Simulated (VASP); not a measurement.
# P (a cell with a defect) in VASP: notebook, part 3 of 3

VASP 6.6.1. Earlier steps stand in the parts before.

## 4. Single point, PBE

The input, INCAR:

```
PREC = Accurate
ENCUT = 520
EDIFF = 1E-6
ISMEAR = -1
SIGMA = 0.1
LREAL = Auto
LASPH = T
NELM = 100
ALGO = Normal
ISIF = 2
LWAVE = F
LCHARG = F
GGA = PE
NBANDS = 50
```

The input, KPOINTS:

```
regular mesh
0
Gamma
  2 2 3
```

The input, POSCAR:

```
P
1.0
   -6.6886500000      0.0000000000     -0.0000003200
    0.0000000000     -8.8508400000      0.0000000000
    1.6721622500      0.0000000000      5.3044420800
P
15
Direct
    0.0499694394      0.4613349693      0.2074757344
    0.3059232062      0.2939175265      0.2248485477
    0.4533958923      0.0462669080      0.8068711243
    0.1692795642      0.1708384741      0.8576600490
    0.0724564590      0.9681879912      0.1703470430
    0.3068141822      0.7889457950      0.1876682002
    0.4550419539      0.5301342020      0.7982212044
    0.2042979772      0.7009635244      0.7875286415
    0.5515674171      0.4639159673      0.2063061789
    0.8004138767      0.2919232525      0.2095617672
    0.6941242356      0.2172561022      0.8092540473
    0.5656456735      0.9518852448      0.1985494733
    0.8192626701      0.7983464846      0.1627804110
    0.9576442550      0.5306485034      0.7988550431
    0.7006487629      0.6970669451      0.7739956742
```

Potentials or basis: VASP PAW PBE potentials, release 64 (P).

On the command line:

```bash
$ cat potpaw_PBE.64/P/POTCAR > POTCAR
$ mpirun -np 1 vasp_std > vasp.out
```

OUTCAR:

```text
PREC = Accurate
   ENCUT = 520
   EDIFF = 1E-6
   ISMEAR = -1
   LREAL = Auto
   LASPH = T
   NELM = 100
   ISIF = 2
   GGA = PE

 ion  position               nearest neighbor table
   1  0.050  0.461  0.207-   2 2.24  10 2.25  14 2.25
   2  0.306  0.294  0.225-   1 2.24   4 2.25   9 2.25
   3  0.453  0.046  0.807-  11 2.21  12 2.24   4 2.29
   4  0.169  0.171  0.858-   2 2.25   3 2.29   5 2.71
   5  0.072  0.968  0.170-   6 2.21  13 2.26   4 2.71
   6  0.307  0.789  0.188-   5 2.21  12 2.24   8 2.26
   7  0.455  0.530  0.798-   9 2.24  15 2.24   8 2.25
   8  0.204  0.701  0.788-   7 2.25  14 2.25   6 2.26
   9  0.552  0.464  0.206-   7 2.24  10 2.25   2 2.25
  10  0.800  0.292  0.210-  11 2.22   1 2.25   9 2.25
  11  0.694  0.217  0.809-   3 2.21  10 2.22
  12  0.566  0.952  0.199-  13 2.23   6 2.24   3 2.24
  13  0.819  0.798  0.163-  12 2.23  15 2.25   5 2.26
  14  0.958  0.531  0.799-  15 2.24   8 2.25   1 2.25
[... 619 lines left out ...]
 [bands above 49 left out]

------------------------ aborting loop because EDIFF is reached ----------------------------------------

  FORCE on cell =-STRESS in cart. coord.  units (eV):
  Direction    XX          YY          ZZ          XY          YZ          ZX
  --------------------------------------------------------------------------------------
  -------------------------------------------------------------------------------------
  Total       -4.1291894     -3.4849135      0.6777705     -3.9413483     -0.0449384     -0.8691093
  in kB      -21.0674865    -17.7803341      3.4580444    -20.1091044     -0.2292796     -4.4342717
  external PRESSURE =     -11.7965920 kB  Pullay stress =       0.0000000 kB

 VOLUME and BASIS-vectors are now :
 -----------------------------------------------------------------------------
  energy-cutoff  :      520.00
  volume of cell :      314.02
      direct lattice vectors                 reciprocal lattice vectors
    -6.688650000  0.000000000 -0.000000320    -0.149507003  0.000000000  0.047130304
     0.000000000 -8.850840000  0.000000000     0.000000000 -0.112983626  0.000000000
     1.672162250  0.000000000  5.304442080    -0.000000009  0.000000000  0.188521243

 POSITION                                       TOTAL-FORCE (eV/Angst)
 -----------------------------------------------------------------------------------
      0.01271     -4.08320      1.10054         0.047323      0.043568     -0.010404
     -1.67023     -2.60142      1.19270         0.056995     -0.020050      0.019596
     -1.68339     -0.40950      4.28000         0.023226     -0.045306      0.029090
      0.30190     -1.51206      4.54941         0.297282      0.325473      0.222893
     -0.19979     -8.56928      0.90360        -0.213398     -0.078105     -0.055029
     -1.73836     -6.98283      0.99548        -0.107879     -0.016359      0.015350
     -1.70886     -4.69213      4.23412        -0.003574     -0.041062      0.019164
     -0.04960     -6.20412      4.17740        -0.020806      0.011978      0.073386
     -3.34426     -4.10605      1.09434         0.024282      0.073162     -0.047939
     -5.00327     -2.58377      1.11161         0.031520     -0.023184     -0.092015
     -3.28955     -1.92290      4.29264         0.162294     -0.117944     -0.051926
     -3.45140     -8.42498      1.05319        -0.091585     -0.005709     -0.071752
     -5.20757     -7.06604      0.86346        -0.134685     -0.109229     -0.117105
     -5.06953     -4.69668      4.23748        -0.031670     -0.036877      0.051265
     -3.39215     -6.16963      4.10561        -0.039327      0.039644      0.015426
 -----------------------------------------------------------------------------------
    total drift:                               -0.000766      0.001703      0.000679

  FREE ENERGIE OF THE ION-ELECTRON SYSTEM (eV)
  ---------------------------------------------------
  free  energy   TOTEN  =       -78.7216717787 eV

  energy  without entropy=      -78.6629154941  energy(sigma->0) =      -78.69229364
```

OSZICAR:

```text
N       E                     dE             d eps       ncg     rms          rms(c)
DAV:   1     0.304999174537E+03    0.30500E+03   -0.30518E+04   800   0.126E+03
DAV:   2    -0.509934734565E+02   -0.35599E+03   -0.34207E+03   978   0.206E+02
DAV:   3    -0.784494766731E+02   -0.27456E+02   -0.26935E+02  1008   0.558E+01
DAV:   4    -0.792360266415E+02   -0.78655E+00   -0.78006E+00  1056   0.105E+01
DAV:   5    -0.792621773859E+02   -0.26151E-01   -0.26117E-01  1104   0.176E+00    0.187E+01
DAV:   6    -0.788678601708E+02    0.39432E+00   -0.31616E-01  1024   0.199E+00    0.110E+01
DAV:   7    -0.787212711487E+02    0.14659E+00   -0.50050E-01   976   0.242E+00    0.597E-01
DAV:   8    -0.787208889697E+02    0.38218E-03   -0.55812E-02   968   0.906E-01    0.514E-01
DAV:   9    -0.787212368664E+02   -0.34790E-03   -0.42217E-03  1048   0.227E-01    0.315E-01
DAV:  10    -0.787214673732E+02   -0.23051E-03   -0.82775E-04   984   0.106E-01    0.129E-01
DAV:  11    -0.787216464008E+02   -0.17903E-03   -0.48063E-04  1024   0.846E-02    0.391E-02
DAV:  12    -0.787216548547E+02   -0.84539E-05   -0.65029E-05  1008   0.286E-02    0.334E-02
DAV:  13    -0.787216687236E+02   -0.13869E-04   -0.17438E-05   960   0.151E-02    0.120E-02
DAV:  14    -0.787216714087E+02   -0.26852E-05   -0.64040E-06   944   0.965E-03    0.601E-03
DAV:  15    -0.787216717787E+02   -0.37003E-06   -0.10399E-06   632   0.384E-03
   1 F= -.78721672E+02 E0= -.78692294E+02  d E =-.587563E-01
```

Run time: 1.8 min. Hardware: 1 thread of Intel Xeon Platinum 8559C (Emerald Rapids), shared host; peak memory 0.37 GiB.

Results:

| Quantity | Value |
| --- | --- |
| Free energy | -78.7217 eV |
| Pressure | -1.2 GPa |
| Largest force | 0.494 eV/Å |
| Band gap on the k mesh | zero (an odd number of electrons rules out a gap without spin polarisation) |

Forces in eV/Å, atoms in the order of the input:
```
P    0.047  0.044 -0.010
P    0.057 -0.020  0.020
P    0.023 -0.045  0.029
P    0.297  0.325  0.223
P   -0.213 -0.078 -0.055
P   -0.108 -0.016  0.015
P   -0.004 -0.041  0.019
P   -0.021  0.012  0.073
P    0.024  0.073 -0.048
P    0.032 -0.023 -0.092
P    0.162 -0.118 -0.052
P   -0.092 -0.006 -0.072
P   -0.135 -0.109 -0.117
P   -0.032 -0.037  0.051
P   -0.039  0.040  0.015
```

Caveat: the k points lie up to 0.49 Å⁻¹ apart, too coarse for converged energies and pressures of a metal.

## 5. Single point, PBE

The input, INCAR:

```
SYSTEM = P
PREC     = Accurate       ! precision mode
ENCUT    = 520            ! plane-wave cutoff, eV
EDIFF    = 1E-7           ! SCF threshold, eV
ISMEAR   = -1             ! smearing method
SIGMA    = 0.1            ! smearing width, eV
LREAL    = Auto         
LASPH    = .TRUE.         ! aspherical terms in the spheres
NELM     = 80             ! most SCF steps
ALGO     = Normal         ! electronic algorithm
ISIF     = 2              ! what is computed and relaxed
LWAVE    = .FALSE.        ! write WAVECAR
LCHARG   = .FALSE.        ! write CHGCAR
GGA      = PE             ! functional
NBANDS   = 50             ! bands
```

The input, KPOINTS:

```
regular mesh
0
G
  2 2 3
  0 0 0
```

The input, POSCAR:

```
P
1.0
   -6.6886500000      0.0000000000     -0.0000003200
    0.0000000000     -8.8508400000      0.0000000000
    1.6721622500      0.0000000000      5.3044420800
P
15
Direct
    0.0380195291      0.4608161485      0.2102931836
    0.2898629708      0.2914469135      0.2246605910
    0.4378413603      0.0486528962      0.7969475538
    0.1351575980      0.1451888182      0.8803672418
    0.0916490995      0.9751707183      0.1867191713
    0.3281349624      0.7937366397      0.2065193829
    0.4533744587      0.5394320765      0.7979429469
    0.2084522492      0.7110912637      0.8028976474
    0.5374926191      0.4592025164      0.2003232679
    0.7832989602      0.2903594461      0.1861138713
    0.6659332443      0.2261430553      0.7811768232
    0.5764954419      0.9626017418      0.1908159556
    0.8297630760      0.8088493296      0.1575934383
    0.9632953758      0.5364935983      0.8054772290
    0.7055028825      0.7027972486      0.7726707473
```

Potentials or basis: VASP PAW PBE potentials, release 64 (P).

On the command line:

```bash
$ cat potpaw_PBE.64/P/POTCAR > POTCAR
$ mpirun -np 1 vasp_std > vasp.out
```

OUTCAR:

```text
SYSTEM = P
   PREC = Accurate
   ENCUT = 520
   EDIFF = 1E-7
   ISMEAR = -1
   LREAL = Auto
   LASPH = .TRUE.
   NELM = 80
   ISIF = 2
   GGA = PE

 ion  position               nearest neighbor table
   1  0.038  0.461  0.210-   2 2.24  10 2.25  14 2.26
   2  0.290  0.291  0.225-   1 2.24   9 2.26   4 2.29
   3  0.438  0.049  0.797-  11 2.21  12 2.24   4 2.37
[... 644 lines left out ...]
  energy-cutoff  :      520.00
  volume of cell :      314.02
      direct lattice vectors                 reciprocal lattice vectors
    -6.688650000  0.000000000 -0.000000320    -0.149507003  0.000000000  0.047130304
     0.000000000 -8.850840000  0.000000000     0.000000000 -0.112983626  0.000000000
     1.672162250  0.000000000  5.304442080    -0.000000009  0.000000000  0.188521243

 POSITION                                       TOTAL-FORCE (eV/Angst)
 -----------------------------------------------------------------------------------
      0.09734     -4.07861      1.11549         0.004543      0.032935     -0.043157
     -1.56312     -2.57955      1.19170         0.003282     -0.024324     -0.027044
     -1.59594     -0.43062      4.22736        -0.018156     -0.012595      0.042769
      0.56810     -1.28504      4.66986        -0.007171      0.006249      0.034772
     -0.30078     -8.63108      0.99044        -0.011308      0.027492     -0.016971
     -1.84945     -7.02524      1.09547        -0.004328     -0.049957     -0.053344
     -1.69817     -4.77443      4.23264         0.007002     -0.029502      0.032284
     -0.05169     -6.29376      4.25892         0.003608      0.027601      0.042102
     -3.26013     -4.06433      1.06260        -0.012287      0.032942     -0.040143
     -4.92800     -2.56992      0.98723         0.001580     -0.043134     -0.036720
     -3.14794     -2.00156      4.14371         0.029998      0.023022      0.052544
     -3.53690     -8.51983      1.01217        -0.006724      0.044590     -0.029781
     -5.28647     -7.15900      0.83595         0.021550     -0.026641     -0.035093
     -5.09626     -4.74842      4.27261         0.001009     -0.033552      0.028347
     -3.42683     -6.22035      4.09859        -0.012597      0.024873      0.049435
 -----------------------------------------------------------------------------------
    total drift:                               -0.004210     -0.004105      0.004317

  FREE ENERGIE OF THE ION-ELECTRON SYSTEM (eV)
  ---------------------------------------------------
  free  energy   TOTEN  =       -78.9489594867 eV

  energy  without entropy=      -78.9023244449  energy(sigma->0) =      -78.92564197
```

Run time: 2.1 min. Hardware: 1 thread of Intel Xeon Platinum 8559C (Emerald Rapids), shared host; peak memory 0.36 GiB.

What came out:

- Free energy: -78.9490 eV
- Pressure: -1.2 GPa
- Largest force: 0.073 eV/Å
- Band gap on the k mesh: zero (an odd number of electrons rules out a gap without spin polarisation)

Forces on the atoms (eV/Å):
```
P    0.005  0.033 -0.043
P    0.003 -0.024 -0.027
P   -0.018 -0.013  0.043
P   -0.007  0.006  0.035
P   -0.011  0.027 -0.017
P   -0.004 -0.050 -0.053
P    0.007 -0.030  0.032
P    0.004  0.028  0.042
P   -0.012  0.033 -0.040
P    0.002 -0.043 -0.037
P    0.030  0.023  0.053
P   -0.007  0.045 -0.030
P    0.022 -0.027 -0.035
P    0.001 -0.034  0.028
P   -0.013  0.025  0.049
```

Caveat: the k points lie up to 0.49 Å⁻¹ apart, too coarse for converged energies and pressures of a metal.

## 6. Summary

| cell | gap on the mesh (eV) | pressure (GPa) | largest force (eV/Å) |
| --- | --- | --- | --- |
| as given, atomic positions A | none | -1.2 | 0.07 |
| as given, atomic positions B | none | -1.2 | 0.17 |
| as given, atomic positions C | none | -1.2 | 0.49 |
| as given, atomic positions D | none | -1.2 | 0.07 |

Alike in all rows: task single point; level PBE; potentials or basis VASP PAW PBE potentials, release 64 (P); no spin polarisation; k mesh 2 × 2 × 3; cutoff (eV) 520; smearing fermi-dirac 0.1 eV.

Caveats: all runs use coarse meshes.

Absolute energies hang on the potentials; compare differences alone.
